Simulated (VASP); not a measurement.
# TeO4 (Im-3m) in VASP: notebook

Runs on TeO4. Level: PBE. Tasks: single point, relaxation of cell and atoms.

Program: VASP 6.6.1. These are calculated values, not measurements. Logs are shortened: lines on timing, memory, paths and dates and some standing lists are left out, and cuts for length are marked.

**1. The cell of the first run**

It takes space group Im-3m (No. 229, cubic). Conventional cell: a = 4.854 Å, b = 4.854 Å, c = 4.854 Å, α = 90.00°, β = 90.00°, γ = 90.00°. Within 2.8 Å of Te (site symmetry m-3m) lie 8 O at 2.10 Å. O (site symmetry -3m) has 2 Te at 2.10 Å and 6 O at 2.43 Å within 2.8 Å.

The cell was generated, and may not be a known phase.

**2. Single point, PBE**

INCAR

```
SYSTEM = TeO4
  ALGO = Normal
  EDIFF = 1E-6
  ENCUT = 600
  GGA = PE
  GGA_COMPAT = .False.
  ISIF = 2
  ISMEAR = 0
  LASPH = .True.
  LCHARG = .False.
  LREAL = .False.
  LWAVE = .False.
  NBANDS = 23
  NELM = 120
  PREC = Accurate
  SIGMA = 0.2
```

KPOINTS

```
k-points
0
Gamma
  4 4 4
  0 0 0
```

POSCAR

```
TeO4
1.0
   -2.4270485867      2.4270485867      2.4270485867
    2.4270485867     -2.4270485867      2.4270485867
    2.4270485867      2.4270485867     -2.4270485867
Te O
1 4
Direct
    0.0000000000      0.0000000000      0.0000000000
    0.5000000000      0.5000000000      0.5000000000
    0.0000000000      0.0000000000      0.5000000000
    0.0000000000      0.5000000000      0.0000000000
    0.5000000000      0.0000000000      0.0000000000
```

Potentials or basis: VASP PAW PBE potentials, release 64 (Te, O).

Started as:

```
cat potpaw_PBE.64/Te/POTCAR potpaw_PBE.64/O/POTCAR > POTCAR
mpirun -np 1 vasp_std > vasp.out
```

OUTCAR:

```text
SYSTEM = TeO4
   EDIFF = 1E-6
   ENCUT = 600
   GGA = PE
   ISIF = 2
   ISMEAR = 0
   LASPH = .True.
   LREAL = .False.
   NELM = 120
   PREC = Accurate

 ion  position               nearest neighbor table
   1  0.000  0.000  0.000-   2 2.10   3 2.10   4 2.10   5 2.10   3 2.10   4 2.10   5 2.10   2 2.10

   2  0.500  0.500  0.500-   1 2.10   1 2.10
   3  0.000  0.000  0.500-   1 2.10   1 2.10
   4  0.000  0.500  0.000-   1 2.10   1 2.10
   5  0.500  0.000  0.000-   1 2.10   1 2.10

  LATTYP: Found a body centered cubic cell.
 ALAT       =     4.8540971734

  Lattice vectors:

 A1 = (  -2.4270485867,   2.4270485867,   2.4270485867)
 A2 = (   2.4270485867,  -2.4270485867,   2.4270485867)
 A3 = (   2.4270485867,   2.4270485867,  -2.4270485867)

Analysis of symmetry for initial positions (statically):
=====================================================================
 Subroutine PRICEL returns:
 Original cell was already a primitive cell.

 Routine SETGRP: Setting up the symmetry group for a
 body centered cubic supercell.

 Subroutine GETGRP returns: Found 48 space group operations
 (whereof 48 operations were pure point group operations)
 out of a pool of 48 trial point group operations.

The static configuration has the point symmetry O_h .

Analysis of symmetry for dynamics (positions and initial velocities):
=====================================================================
 Subroutine PRICEL returns:
 Original cell was already a primitive cell.

 Routine SETGRP: Setting up the symmetry group for a
 body centered cubic supercell.

 Subroutine GETGRP returns: Found 48 space group operations
 (whereof 48 operations were pure point group operations)
 out of a pool of 48 trial point group operations.

The dynamic configuration has the point symmetry O_h .

 Subroutine INISYM returns: Found 48 space group operations
 (whereof 48 operations are pure point group operations),
 and found     1 'primitive' translations

----------------------------------------------------------------------------------------

                                     Primitive cell

  volume of cell :      57.1867

  direct lattice vectors                    reciprocal lattice vectors
    -2.427048587  2.427048587  2.427048587     0.000000000  0.206011533  0.206011533
[... 75 lines left out ...]
   EDIFF  = 0.1E-05   stopping-criterion for ELM
   LREAL  =      F    real-space projection
   EDIFFG = 0.1E-04   stopping-criterion for IOM
   NSW    =      0    number of steps for IOM
   IBRION =     -1    ionic relax: 0-MD 1-quasi-New 2-CG
   NFREE  =      0    steps in history (QN), initial steepest desc. (CG)
   ISIF   =      2    stress and relaxation
   ISYM   =      2    0-nonsym 1-usesym 2-fastsym
   POTIM  = 0.5000    time-step for ionic-motion
   TEBEG  =    0.0;   TEEND  =   0.0 temperature during run
   PSTRESS=    0.0 pullay stress
   NELECT =      30.0000    total number of electrons
   NUPDOWN=      -1.0000    fix difference up-down
   EMIN   =  10.00;   EMAX   =-10.00  energy-range for DOS
   EFERMI =   0.00;   METHOD = LEGACY
   ISMEAR =     0;   SIGMA  =   0.20  broadening in eV -4-tet -1-fermi 0-gaus
   EFERMI_NEDOS =   21; number of points for ismear=-14 and -15
   IALGO  =     38    algorithm
   IMIX   =      4    mixing-type and parameters
     AMIX     =   0.40;   BMIX     =  1.00
     AMIX_MAG =   1.60;   BMIX_MAG =  1.00
  volume/ion in A,a.u.               =      11.44        77.18
  Fermi-wavevector in a.u.,A,eV,Ry     =   1.320333  2.495067 23.718751  1.743279
  Thomas-Fermi vector in A             =   2.450167
   LORBIT       =      0    0 simple, 1 ext, 2 COOP (PROOUT), +10 PAW based schemes
   GGA     = PE    functional components
   LHFCALC =     F    Hartree Fock is set to
   AEXX    =    0.0000 exact exchange contribution
   IVDW    =     0    specifies the selected vdW correction
   LEPSILON=     F    determine dielectric tensor
   LRPA    =     F    only Hartree local field effects (RPA)
 non-spin polarized calculation
 Gauss-broadening in eV      SIGMA  =   0.20
  energy-cutoff  :      600.00
  volume of cell :       57.19
 maximum number of plane-waves:      1926
 NGX is ok and might be reduce to    36
   NGX = 17   NGY = 17   NGZ = 17

 number of electron      30.0000013 magnetization

 Free energy of the ion-electron system (eV)
  ---------------------------------------------------
  ext. energy  EPLUGINS =         0.00000000
  ---------------------------------------------------
  free energy    TOTEN  =       -21.39131612 eV

  energy without entropy =      -21.30456908  energy(sigma->0) =      -21.34794260

 E-fermi :   4.4166     XC(G=0): -10.7561

 val. band max:        4.3973992209   @ k =   0.2500   0.2500   0.0000
 cond. band min:       4.4285036531   @ k =  -0.2500   0.2500   0.2500
 fundamental gap:      0.0311044322
 Fermi energy:         4.4165552351

 k-point     1 :       0.0000    0.0000    0.0000
  band No.  band energies     occupation
      1     -16.1490      2.00000
      2     -12.1722      2.00000
      3     -12.1722      2.00000
      4     -12.1722      2.00000
      5      -3.5035      2.00000
      6      -3.5035      2.00000
[... 197 lines left out ...]
     22      17.7848      0.00000
     23      20.8580      0.00000

------------------------ aborting loop because EDIFF is reached ----------------------------------------

  FORCE on cell =-STRESS in cart. coord.  units (eV):
  Direction    XX          YY          ZZ          XY          YZ          ZX
  --------------------------------------------------------------------------------------
  -------------------------------------------------------------------------------------
  Total       -0.3632980     -0.3632980     -0.3632980      0.0000000     -0.0000000      0.0000000
  in kB      -10.1783679    -10.1783679    -10.1783679      0.0000000     -0.0000000      0.0000000
  external PRESSURE =     -10.1783679 kB  Pullay stress =       0.0000000 kB

 VOLUME and BASIS-vectors are now :
 -----------------------------------------------------------------------------
  energy-cutoff  :      600.00
  volume of cell :       57.19
      direct lattice vectors                 reciprocal lattice vectors
    -2.427048587  2.427048587  2.427048587     0.000000000  0.206011533  0.206011533
     2.427048587 -2.427048587  2.427048587     0.206011533  0.000000000  0.206011533
     2.427048587  2.427048587 -2.427048587     0.206011533  0.206011533  0.000000000

 POSITION                                       TOTAL-FORCE (eV/Angst)
 -----------------------------------------------------------------------------------
      0.00000      0.00000      0.00000        -0.000000     -0.000000      0.000000
      1.21352      1.21352      1.21352         0.000000     -0.000000     -0.000000
      1.21352      1.21352     -1.21352         0.000000     -0.000000     -0.000000
      1.21352     -1.21352      1.21352        -0.000000     -0.000000      0.000000
     -1.21352      1.21352      1.21352        -0.000000      0.000000     -0.000000
 -----------------------------------------------------------------------------------
    total drift:                               -0.000000     -0.000000      0.000000

  FREE ENERGIE OF THE ION-ELECTRON SYSTEM (eV)
  ---------------------------------------------------
  free  energy   TOTEN  =       -21.3913161206 eV

  energy  without entropy=      -21.3045690831  energy(sigma->0) =      -21.34794260
```

Wall time 30 s (1 thread of Intel Xeon 8259CL, shared host); peak memory 0.2 GiB.

What came out:

* Free energy: -21.3913 eV
* Pressure: -1.0 GPa
* Band gap on the k mesh: zero (bands 15 and 16 overlap by 2.12 eV)

Caveat: the k points lie up to 0.46 Å⁻¹ apart, too coarse for converged energies and pressures of a metal; spin-orbit coupling is left out, which moves the levels of the heavy elements.

**3. Relaxation of cell and atoms, PBE**

This run uses another cell than the first one, of 15.29 Å³/atom.

INCAR

```
PREC = Accurate
ENCUT = 600
EDIFF = 1E-7
ISMEAR = 0
SIGMA = 0.2
LREAL = False
LASPH = True
NELM = 120
ALGO = Normal
ISIF = 3
LWAVE = False
LCHARG = False
GGA = PE
IBRION = 2
NSW = 36
EDIFFG = -0.08
GGA_COMPAT = False
NELMIN = 4
```

KPOINTS

```
Automatic mesh
0
Gamma
  4 4 4
```

POSCAR: that of step 2 with these lines changed.

```diff
@@ -2,5 +2,5 @@
 1.0
-   -2.4270485867      2.4270485867      2.4270485867
-    2.4270485867     -2.4270485867      2.4270485867
-    2.4270485867      2.4270485867     -2.4270485867
+   -2.6737365600      2.6737365600      2.6737365600
+    2.6737365600     -2.6737365600      2.6737365600
+    2.6737365600      2.6737365600     -2.6737365600
 Te O
```

Potentials or basis: VASP PAW PBE potentials, release 64 (Te, O).

Started as:

```
cat potpaw_PBE.64/Te/POTCAR potpaw_PBE.64/O/POTCAR > POTCAR
mpirun -np 1 vasp_std > vasp.out
```

OUTCAR:

```text
PREC = Accurate
   ENCUT = 600
   EDIFF = 1E-7
   ISMEAR = 0
   LREAL = False
   LASPH = True
   NELM = 120
   ISIF = 3
   GGA = PE
   IBRION = 2
   NSW = 36
   EDIFFG = -0.08
   NELMIN = 4

 ion  position               nearest neighbor table
   1  0.000  0.000  0.000-   2 2.32   3 2.32   4 2.32   5 2.32   3 2.32   4 2.32   5 2.32   2 2.32

   2  0.500  0.500  0.500-   1 2.32   1 2.32
   3  0.000  0.000  0.500-   1 2.32   1 2.32
   4  0.000  0.500  0.000-   1 2.32   1 2.32
   5  0.500  0.000  0.000-   1 2.32   1 2.32

  LATTYP: Found a body centered cubic cell.
 ALAT       =     5.3474731200

  Lattice vectors:

 A1 = (  -2.6737365600,   2.6737365600,   2.6737365600)
 A2 = (   2.6737365600,  -2.6737365600,   2.6737365600)
 A3 = (   2.6737365600,   2.6737365600,  -2.6737365600)

Analysis of symmetry for initial positions (statically):
=====================================================================
 Subroutine PRICEL returns:
 Original cell was already a primitive cell.

 Routine SETGRP: Setting up the symmetry group for a
 body centered cubic supercell.

 Subroutine GETGRP returns: Found 48 space group operations
 (whereof 48 operations were pure point group operations)
 out of a pool of 48 trial point group operations.

The static configuration has the point symmetry O_h .

Analysis of symmetry for dynamics (positions and initial velocities):
=====================================================================
 Subroutine PRICEL returns:
 Original cell was already a primitive cell.

 Routine SETGRP: Setting up the symmetry group for a
 body centered cubic supercell.

 Subroutine GETGRP returns: Found 48 space group operations
 (whereof 48 operations were pure point group operations)
 out of a pool of 48 trial point group operations.

The dynamic configuration has the point symmetry O_h .

 Subroutine INISYM returns: Found 48 space group operations
 (whereof 48 operations are pure point group operations),
 and found     1 'primitive' translations

----------------------------------------------------------------------------------------

                                     Primitive cell

  volume of cell :      76.4568
[... 84 lines left out ...]
   ISIF   =      3    stress and relaxation
   ISYM   =      2    0-nonsym 1-usesym 2-fastsym
   POTIM  = 0.5000    time-step for ionic-motion
   TEBEG  =    0.0;   TEEND  =   0.0 temperature during run
   PSTRESS=    0.0 pullay stress
   NELECT =      30.0000    total number of electrons
   NUPDOWN=      -1.0000    fix difference up-down
   EMIN   =  10.00;   EMAX   =-10.00  energy-range for DOS
   EFERMI =   0.00;   METHOD = LEGACY
   ISMEAR =     0;   SIGMA  =   0.20  broadening in eV -4-tet -1-fermi 0-gaus
   EFERMI_NEDOS =   21; number of points for ismear=-14 and -15
   IALGO  =     38    algorithm
   IMIX   =      4    mixing-type and parameters
     AMIX     =   0.40;   BMIX     =  1.00
     AMIX_MAG =   1.60;   BMIX_MAG =  1.00
  volume/ion in A,a.u.               =      15.29       103.19
  Fermi-wavevector in a.u.,A,eV,Ry     =   1.198515  2.264864 19.543913  1.436437
  Thomas-Fermi vector in A             =   2.334401
   LORBIT       =      0    0 simple, 1 ext, 2 COOP (PROOUT), +10 PAW based schemes
   GGA     = PE    functional components
   LHFCALC =     F    Hartree Fock is set to
   AEXX    =    0.0000 exact exchange contribution
   IVDW    =     0    specifies the selected vdW correction
   LEPSILON=     F    determine dielectric tensor
   LRPA    =     F    only Hartree local field effects (RPA)
 conjugate gradient relaxation of ions
 non-spin polarized calculation
 Gauss-broadening in eV      SIGMA  =   0.20
  energy-cutoff  :      600.00
  volume of cell :       76.46
 maximum number of plane-waves:      2587
 NGX is ok and might be reduce to    40
   NGX = 19   NGY = 19   NGZ = 19

--------------------------------------- Ionic step        1  -------------------------------------------

 number of electron      30.0000013 magnetization

 Free energy of the ion-electron system (eV)
  ---------------------------------------------------
  ext. energy  EPLUGINS =         0.00000000
  ---------------------------------------------------
  free energy    TOTEN  =       -19.73279202 eV

  energy without entropy =      -19.55832816  energy(sigma->0) =      -19.64556009

 E-fermi :   1.1814     XC(G=0):  -9.3491

 val. band max:        1.1509132697   @ k =  -0.2500   0.2500   0.2500
 cond. band min:       1.1948777912   @ k =   0.5000   0.0000   0.0000
 fundamental gap:      0.0439645216
 Fermi energy:         1.1814362055

 k-point     1 :       0.0000    0.0000    0.0000
  band No.  band energies     occupation
      1     -16.9698      2.00000
      2     -14.7554      2.00000
      3     -14.7554      2.00000
      4     -14.7554      2.00000
      5      -6.8980      2.00000
      6      -4.6615      2.00000
[... 242 lines left out ...]
--------------------------------------- Ionic step        3  -------------------------------------------

 number of electron      29.9999993 magnetization

 Free energy of the ion-electron system (eV)
  ---------------------------------------------------
  ext. energy  EPLUGINS =         0.00000000
  ---------------------------------------------------
  free energy    TOTEN  =       -21.43989101 eV

  energy without entropy =      -21.35373869  energy(sigma->0) =      -21.39681485

 E-fermi :   4.4868     XC(G=0): -10.7852

 val. band max:        4.4673685460   @ k =   0.2500   0.2500   0.0000
 cond. band min:       4.4996566151   @ k =  -0.2500   0.2500   0.2500
 fundamental gap:      0.0322880691
 Fermi energy:         4.4868468243

 k-point     1 :       0.0000    0.0000    0.0000
  band No.  band energies     occupation
      1     -16.1305      2.00000
      2     -12.1112      2.00000
      3     -12.1112      2.00000
      4     -12.1112      2.00000
      5      -3.4742      2.00000
      6      -3.4742      2.00000
[... 197 lines left out ...]
  FREE ENERGIE OF THE ION-ELECTRON SYSTEM (eV)
  ---------------------------------------------------
  free  energy   TOTEN  =       -21.4398910078 eV

  energy  without entropy=      -21.3537386926  energy(sigma->0) =      -21.39681485

 reached required accuracy - stopping structural energy minimisation
```

It took 68 s on 1 thread of Intel Xeon 8259CL, shared host; peak memory 0.25 GiB.

Results:

* Free energy: -21.4399 eV
* Relaxed volume: 11.37 Å³/atom
* Relaxed cell: a = 4.195 Å, b = 4.195 Å, c = 4.195 Å, α = 109.47°, β = 109.47°, γ = 109.47°
* Space group after relaxing (to 0.1 Å): Im-3m (No. 229)
* Energy gained by relaxing: 341.4 meV/atom
* Ionic steps: 3
* Pressure after relaxing: -0.1 GPa
* Band gap on the k mesh: zero (bands 15 and 16 overlap by 2.14 eV)

The path:
```csv
step,energy change (eV),largest force (eV/Å),pressure (GPa),volume (Å³)
1,0.0000,0.0000,-19.23,76.46
2,-1.6972,0.0000,-2.83,57.89
3,-1.7071,0.0000,-0.13,56.84
```

Final structure:
```yaml
crystal:
  lattice:
    - [-2.42219, 2.42219, 2.42219]
    - [2.42219, -2.42219, 2.42219]
    - [2.42219, 2.42219, -2.42219]
  atoms:
    - { symbol: Te, position: [0.00000, 0.00000, 0.00000] }
    - { symbol: O, position: [0.50000, 0.50000, 0.50000] }
    - { symbol: O, position: [0.00000, 0.00000, 0.50000] }
    - { symbol: O, position: [0.00000, 0.50000, 0.00000] }
    - { symbol: O, position: [0.50000, 0.00000, 0.00000] }
```

Levels at points of the mesh, in eV from the Fermi level:
```tsv
k point	band 13	band 14	band 15	band 16	band 17	band 18
(0.00, 0.00, 0.00)	-0.56	-0.56	-0.56	0.97	0.97	10.06
(0.50, 0.00, 0.00)	-1.34	-1.21	0.07	0.20	1.38	4.52
(0.50, 0.50, 0.50)	-0.40	0.53	0.53	0.53	3.44	3.44
```

Caveat: the k points lie up to 0.46 Å⁻¹ apart in the final cell, too coarse for converged energies and pressures of a metal; the volume moved by over 15 % at a fixed basis, so the end points are rough; spin-orbit coupling is left out, which moves the levels of the heavy elements.

The gap in the log of VASP goes by the Fermi energy; the results here count the filled bands.